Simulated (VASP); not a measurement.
# ZnSe (F-43m) in VASP: further runs

ZnSe is run at these levels: r2SCAN, PBE; tasks: G0W0 quasiparticle levels.

Everything below comes from runs of VASP 6.6.1. Logs are shortened: lines on timing, memory, paths and dates and some standing lists are left out, and cuts for length are marked.

### 1 The cell of the first run

The structure is cubic, space group F-43m (No. 216). The conventional cell has a = 5.665 Å, b = 5.665 Å, c = 5.665 Å, α = 90.00°, β = 90.00°, γ = 90.00°. Within 3.2 Å of Zn (site symmetry -43m) lie 4 Se at 2.45 Å. Se (site symmetry -43m) has 4 Zn at 2.45 Å within 3.2 Å.

### 2 G0W0 quasiparticle levels, r2SCAN

Input file POSCAR:

```
ZnSe
1.0
    0.0000000000      2.8324206815      2.8324206815
    2.8324206815      0.0000000000      2.8324206815
    2.8324206815      2.8324206815      0.0000000000
Zn Se
1 1
Direct
    0.0000000000      0.0000000000      0.0000000000
    0.2500000000      0.2500000000      0.2500000000
```

Input file INCAR.step1:

```
PREC     = Accurate       # precision mode
ENCUT    = 500            # plane-wave cutoff, eV
EDIFF    = 1E-8           # SCF threshold, eV
ISMEAR   = 0              # smearing method
SIGMA    = 0.01           # smearing width, eV
LREAL    = False          # projectors in reciprocal space
LASPH    = True           # aspherical terms in the spheres
NELM     = 80             # most SCF steps
ALGO     = Normal         # electronic algorithm
LWAVE    = True           # write WAVECAR
LCHARG   = False          # write CHGCAR
METAGGA  = R2SCAN         # meta-GGA
LMIXTAU  = True
```

Input file INCAR.step2:

```
PREC     = Accurate       # precision mode
ENCUT    = 500            # plane-wave cutoff, eV
EDIFF    = 1E-8           # SCF threshold, eV
ISMEAR   = 0              # smearing method
SIGMA    = 0.01           # smearing width, eV
LREAL    = False          # projectors in reciprocal space
LASPH    = True           # aspherical terms in the spheres
NELM     = 1              # most SCF steps
ALGO     = Exact          # electronic algorithm
LWAVE    = True           # write WAVECAR
LCHARG   = False          # write CHGCAR
METAGGA  = R2SCAN         # meta-GGA
LMIXTAU  = True         
NBANDS   = 179            # bands
LOPTICS  = True           # frequency-dependent dielectric function
ISTART   = 1
```

Input file INCAR.step3:

```
PREC     = Accurate       # precision mode
ENCUT    = 500            # plane-wave cutoff, eV
EDIFF    = 1E-8           # SCF threshold, eV
ISMEAR   = 0              # smearing method
SIGMA    = 0.01           # smearing width, eV
LREAL    = False          # projectors in reciprocal space
LASPH    = True           # aspherical terms in the spheres
ALGO     = EVGW0          # electronic algorithm
LWAVE    = False          # write WAVECAR
LCHARG   = False          # write CHGCAR
METAGGA  = R2SCAN         # meta-GGA
LMIXTAU  = True         
NELMGW   = 1            
NBANDS   = 179            # bands
ENCUTGW  = 140.0          # cutoff of the response function
NOMEGA   = 96             # frequency points
PRECFOCK = Fast         
ISTART   = 1            
NBANDSGW = 17           
OMEGAMAX = 20
```

Input file KPOINTS:

```
regular mesh
0
Gamma
  4 4 4
```

Potentials or basis: VASP PAW PBE potentials, release 64 (Zn_GW, Se_GW).

Command:

```sh
cat potpaw_PBE.64/Zn_GW/POTCAR potpaw_PBE.64/Se_GW/POTCAR > POTCAR
cp INCAR.step1 INCAR
mpirun -np 1 vasp_std > vasp.out
cp INCAR.step2 INCAR
mpirun -np 1 vasp_std > vasp.out
cp INCAR.step3 INCAR
mpirun -np 1 vasp_std > vasp.out
```

OUTCAR:

```text
PREC = Accurate
   ENCUT = 500
   EDIFF = 1E-8
   ISMEAR = 0
   LREAL = False
   LASPH = True
   METAGGA = R2SCAN
   NELMGW = 1
   ENCUTGW = 140.0
   PRECFOCK = Fast
   ISTART = 1

 ion  position               nearest neighbor table
   1  0.000  0.000  0.000-   2 2.45   2 2.45   2 2.45   2 2.45
   2  0.250  0.250  0.250-   1 2.45   1 2.45   1 2.45   1 2.45

  LATTYP: Found a face centered cubic cell.
 ALAT       =     5.6648413630

  Lattice vectors:

 A1 = (   0.0000000000,   2.8324206815,   2.8324206815)
 A2 = (   2.8324206815,   0.0000000000,   2.8324206815)
 A3 = (   2.8324206815,   2.8324206815,   0.0000000000)

Analysis of symmetry for initial positions (statically):
=====================================================================
 Subroutine PRICEL returns:
 Original cell was already a primitive cell.

 Routine SETGRP: Setting up the symmetry group for a
 face centered cubic supercell.

 Subroutine GETGRP returns: Found 24 space group operations
 (whereof 24 operations were pure point group operations)
 out of a pool of 48 trial point group operations.

The static configuration has the point symmetry T_d .

Analysis of symmetry for dynamics (positions and initial velocities):
=====================================================================
 Subroutine PRICEL returns:
 Original cell was already a primitive cell.

 Routine SETGRP: Setting up the symmetry group for a
 face centered cubic supercell.

 Subroutine GETGRP returns: Found 24 space group operations
 (whereof 24 operations were pure point group operations)
 out of a pool of 48 trial point group operations.

The dynamic configuration has the point symmetry T_d .

 Subroutine INISYM returns: Found 24 space group operations
 (whereof 24 operations are pure point group operations),
 and found     1 'primitive' translations

----------------------------------------------------------------------------------------

                                     Primitive cell

  volume of cell :      45.4468

  direct lattice vectors                    reciprocal lattice vectors
     0.000000000  2.832420681  2.832420681    -0.176527450  0.176527450  0.176527450
     2.832420681  0.000000000  2.832420681     0.176527450 -0.176527450  0.176527450
     2.832420681  2.832420681  0.000000000     0.176527450  0.176527450 -0.176527450

  length of vectors
     4.005647742  4.005647742  4.005647742     0.305754512  0.305754512  0.305754512

  position of ions in fractional coordinates (direct lattice)
     0.000000000  0.000000000  0.000000000
     0.250000000  0.250000000  0.250000000

  ion indices of the primitive-cell ions
   primitive index   ion index
                 1           1
                 2           2

----------------------------------------------------------------------------------------

 KPOINTS: regular mesh

Automatic generation of k-mesh.
 Grid dimensions read from file:
 generate k-points for:    4    4    4

 Generating k-lattice:

  Cartesian coordinates                     Fractional coordinates (reciprocal lattice)
    -0.044131862  0.044131862  0.044131862     0.250000000  0.000000000  0.000000000
     0.044131862 -0.044131862  0.044131862     0.000000000  0.250000000  0.000000000
     0.044131862  0.044131862 -0.044131862     0.000000000  0.000000000  0.250000000

  Length of vectors
     0.076438628  0.076438628  0.076438628

  Shift w.r.t. Gamma in fractional coordinates (k-lattice)
     0.000000000  0.000000000  0.000000000

 Subroutine IBZKPT returns following result:
 ===========================================

 Found      8 irreducible k-points:

 Following reciprocal coordinates:
            Coordinates               Weight
  0.000000  0.000000  0.000000      1.000000
  0.250000  0.000000  0.000000      8.000000
  0.500000  0.000000  0.000000      4.000000
  0.250000  0.250000  0.000000      6.000000
  0.500000  0.250000  0.000000     24.000000
 -0.250000  0.250000  0.000000     12.000000
  0.500000  0.500000  0.000000      3.000000
 -0.250000  0.500000  0.250000      6.000000
   k-points           NKPTS =      8   k-points in BZ     NKDIM =     64   number of bands    NBANDS=    179
   number of dos      NEDOS =    301   number of ions     NIONS =      2
   total plane-waves  NPLWV =  27000
   dimension x,y,z NGX =    30 NGY =   30 NGZ =   30
   dimension x,y,z NGXF=    60 NGYF=   60 NGZF=   60
   ions per type =               1   1
   NGX,Y,Z   is equivalent  to a cutoff of  12.45, 12.45, 12.45 a.u.
   NGXF,Y,Z  is equivalent  to a cutoff of  24.90, 24.90, 24.90 a.u.
 SYSTEM =  unknown system
   PREC   = accura    normal or accurate (medium, high low for compatibility)
   ISTART =      1    job   : 0-new  1-cont  2-samecut
   ICHARG =      0    charge: 1-file 2-atom 10-const
   ISPIN  =      1    spin polarized calculation?
   LNONCOLLINEAR =      F non collinear calculations
   LSORBIT =      F    spin-orbit coupling
   LASPH  =      T    aspherical Exc in radial PAW
   ENCUT  =  500.0 eV  36.75 Ry    6.06 a.u.   7.30  7.30  7.30*2*pi/ulx,y,z
   NELM   =     60;   NELMIN=  2; NELMDL=  0     # of ELM steps
   EDIFF  = 0.1E-07   stopping-criterion for ELM
   LREAL  =      F    real-space projection
   EDIFFG = 0.1E-06   stopping-criterion for IOM
   NSW    =      0    number of steps for IOM
   IBRION =     -1    ionic relax: 0-MD 1-quasi-New 2-CG
   NFREE  =      0    steps in history (QN), initial steepest desc. (CG)
   ISIF   =      0    stress and relaxation
   ISYM   =      3    0-nonsym 1-usesym 2-fastsym
   POTIM  = 0.5000    time-step for ionic-motion
   TEBEG  =    0.0;   TEEND  =   0.0 temperature during run
   PSTRESS=    0.0 pullay stress
   NELECT =      18.0000    total number of electrons
   NUPDOWN=      -1.0000    fix difference up-down
   EMIN   =  10.00;   EMAX   =-10.00  energy-range for DOS
   EFERMI =   0.00;   METHOD = LEGACY
   ISMEAR =     0;   SIGMA  =   0.01  broadening in eV -4-tet -1-fermi 0-gaus
   EFERMI_NEDOS =   21; number of points for ismear=-14 and -15
   IALGO  =     38    algorithm
   IMIX   =      4    mixing-type and parameters
     AMIX     =   0.40;   BMIX     =  1.00
     AMIX_MAG =   1.60;   BMIX_MAG =  1.00
  volume/ion in A,a.u.               =      22.72       153.35
  Fermi-wavevector in a.u.,A,eV,Ry     =   1.202259  2.271939 19.666213  1.445426
  Thomas-Fermi vector in A             =   2.338045
   LORBIT       =      0    0 simple, 1 ext, 2 COOP (PROOUT), +10 PAW based schemes
   METAGGA = R2SCAN    functional components
   LHFCALC =     T    Hartree Fock is set to
   PRECFOCK=fast      Normal, Fast or Accurate (Low or Medium for compatibility)
   ENCUT4O =  -1.0   cutoff for four orbital integrals eV
   NKREDX  =     1    reduce k-point grid by
   NKREDY  =     1    reduce k-point grid by
   NKREDZ  =     1    reduce k-point grid by
   AEXX    =    1.0000 exact exchange contribution
   HFSCREEN=    0.0000 screening length (either q_TF or 0.3 A-1)
   HFSCREENC=   0.0000 screening length for correlation (either q_TF or 0.3 A-1)
   ENCUTFOCK=  -1.0 apply spherical cutoff to Coloumb kernel
   IVDW    =     0    specifies the selected vdW correction
   LEPSILON=     F    determine dielectric tensor
   LRPA    =     F    only Hartree local field effects (RPA)
   LRPAFORCE           =     F    calculate RPA forces
   ENCUTGW             = 140.0    cutoff for response function in eV
   ENCUTGWSOFT         = 112.0    soft cutoff for Coulomb kernel in GW response function in eV
   ENCUTLF             =  -1.0    cutoff for local field effects
   NELMGW              =     1    number of iterations in solving QP/BSE equation
   NELMHF              =     1    number of iterations in the inner HF iteration
   NKREDLFX            =     1    NKREDLFY  =   1   NKREDLFZ  =   1
 non-spin polarized calculation
 Gauss-broadening in eV      SIGMA  =   0.01
  energy-cutoff  :      500.00
  volume of cell :       45.45
 maximum number of plane-waves:      1174
 NGX is ok and might be reduce to    30
  NGX = 18; NGY = 18; NGZ = 18
   NGX = 15   NGY = 15   NGZ = 15
 maximum number of plane-waves:       176
 NGX is ok and might be reduce to    18

 QP shifts <psi_nk| G(iteration)W_0 |psi_nk>: iteration 1
 for sc-GW calculations column KS-energies equals QP-energies in previous step
 and V_xc(KS)=  KS-energies - (<T + V_ion + V_H > + <T+V_H+V_ion>^1  + <V_x>^1)

 k-point   1 :       0.0000    0.0000    0.0000
  band No.  KS-energies  QP-energies   sigma(KS)   V_xc(KS)     V^pw_x(r,r')   Z            occupation Imag(sigma)

      1     -11.3474     -11.4236     -13.2628     -13.1480     -19.8506       0.6640       2.0000       1.0153
      2      -4.3601      -5.6315     -22.3531     -20.4916     -30.9149       0.6830       2.0000       0.1273
      3      -4.3601      -5.6315     -22.3531     -20.4916     -30.9149       0.6830       2.0000       0.1273
      4      -4.3601      -5.6315     -22.3531     -20.4916     -30.9149       0.6830       2.0000       0.1273
      5      -3.9544      -5.3328     -23.3362     -21.3417     -32.1937       0.6911       2.0000       0.1123
      6      -3.9544      -5.3328     -23.3362     -21.3417     -32.1937       0.6911       2.0000       0.1123
[... 9 lines left out ...]
     16      14.4032      14.5337      -9.9164     -10.0884      -5.0061       0.7590       0.0000      -0.2130
     17      16.1323      15.8016      -7.5870      -7.1475      -2.2289       0.7524       0.0000      -0.3361

 k-point   2 :       0.2500    0.0000    0.0000
  band No.  KS-energies  QP-energies   sigma(KS)   V_xc(KS)     V^pw_x(r,r')   Z            occupation Imag(sigma)

      1     -10.9710     -11.0470     -13.4969     -13.3840     -19.9682       0.6730       2.0000       0.9906
      2      -4.3062      -5.5853     -22.4637     -20.5936     -31.0554       0.6839       2.0000       0.1270
      3      -4.3062      -5.5853     -22.4637     -20.5936     -31.0554       0.6839       2.0000       0.1270
      4      -4.2876      -5.5309     -21.7501     -19.9359     -30.0217       0.6853       2.0000       0.1328
      5      -3.9544      -5.3303     -23.3313     -21.3387     -32.1928       0.6905       2.0000       0.1129
      6      -3.9544      -5.3303     -23.3313     -21.3387     -32.1928       0.6905       2.0000       0.1129
[... 9 lines left out ...]
     16      13.6634      13.4292      -7.3214      -7.0133      -2.1820       0.7603       0.0000      -0.2386
     17      17.0851      16.9419      -8.5622      -8.3727      -2.7931       0.7558       0.0000      -0.4954

 k-point   3 :       0.5000    0.0000    0.0000
  band No.  KS-energies  QP-energies   sigma(KS)   V_xc(KS)     V^pw_x(r,r')   Z            occupation Imag(sigma)
[... 85 lines left out ...]
      1     -10.2480     -10.2956     -14.0453     -13.9769     -20.3688       0.6978       2.0000       0.9272
      2      -4.3003      -5.5212     -20.9339     -19.1607     -28.8401       0.6885       2.0000       0.1385
      3      -4.0936      -5.4064     -23.0215     -21.1103     -31.7917       0.6869       2.0000       0.1240
      4      -4.0936      -5.4064     -23.0215     -21.1103     -31.7917       0.6869       2.0000       0.1240
      5      -3.9045      -5.2882     -23.4476     -21.4504     -32.3465       0.6929       2.0000       0.1121
      6      -3.7739      -5.0989     -22.9634     -21.0489     -31.6611       0.6921       2.0000       0.1236
[... 9 lines left out ...]
     16      17.4669      17.4407     -10.0181      -9.9838      -4.4827       0.7651       0.0000      -0.4818
     17      17.4669      17.4407     -10.0181      -9.9838      -4.4827       0.7651       0.0000      -0.4818

 k-point   8 :      -0.2500    0.5000    0.2500
  band No.  KS-energies  QP-energies   sigma(KS)   V_xc(KS)     V^pw_x(r,r')   Z            occupation Imag(sigma)

      1     -10.2427     -10.2930     -14.0642     -13.9915     -20.3886       0.6913       2.0000       0.9164
      2      -4.2271      -5.5082     -22.1930     -20.3320     -30.6292       0.6884       2.0000       0.1294
      3      -4.1382      -5.4582     -22.9846     -21.0626     -31.7721       0.6868       2.0000       0.1239
      4      -3.9912      -5.3502     -23.2945     -21.3205     -32.1764       0.6884       2.0000       0.1179
      5      -3.9875      -5.3283     -22.8804     -20.9343     -31.5456       0.6890       2.0000       0.1168
      6      -3.6527      -4.9809     -23.3254     -21.4069     -32.1081       0.6923       2.0000       0.1225
[... 9 lines left out ...]
     16      17.2737      17.0091      -9.0133      -8.6617      -3.3806       0.7528       0.0000      -0.5081
     17      17.7880      17.8560      -9.7674      -9.8571      -3.9158       0.7575       0.0000      -0.5249
```

Wall time 3.3 min (1 thread of Intel Xeon 6975P-C (Granite Rapids), shared host); peak memory 0.49 GiB.

Results:

* Quasiparticle gap: 2.68 eV
* Least direct quasiparticle gap: 2.68 eV
* Band gap of the starting levels on the mesh: 1.84 eV
* Least direct gap of the starting levels on the mesh: 1.84 eV

Caveat: the k points lie up to 0.48 Å⁻¹ apart; bands, screening cutoff and mesh are small and nothing is extrapolated, so the quasiparticle values aren't converged.

[end of part 1 of 2]
